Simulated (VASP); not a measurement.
Here is a VASP 6.6.1 calculation.

INCAR

```
SYSTEM = GaP
PREC = Accurate ; ENCUT = 500
EDIFF = 1E-6 ; ISMEAR = 0
SIGMA = 0.02 ; LREAL = .False.
LASPH = .True. ; NELM = 120
ALGO = Normal ; ISIF = 2
LWAVE = .False. ; LCHARG = .False.
GGA = CA ; NBANDS = 16
GGA_COMPAT = .False.
```

File KPOINTS:

```
Automatic mesh
0
Gamma
  8 8 8
  0 0 0
```

POSCAR

```
GaP
1.0
    0.0000000000      2.6956551171      2.6956551171
    2.6956551171      0.0000000000      2.6956551171
    2.6956551171      2.6956551171      0.0000000000
Ga P
1 1
Direct
    0.0000000000      0.0000000000      0.0000000000
    0.7500000000      0.7500000000      0.7500000000
```

Potentials or basis: VASP PAW LDA potentials, release 64 (Ga_d, P).

The run is started by

```console
$ cat potpaw_LDA.64/Ga_d/POTCAR potpaw_LDA.64/P/POTCAR > POTCAR
$ mpirun -np 1 vasp_std > vasp.out
```

(1) Estimate the band gap on the k mesh.

(2) Predict the pressure.

## Answers

(1) 1.43 eV, indirect (least direct gap 1.91 eV).

(2) 0.1 GPa.
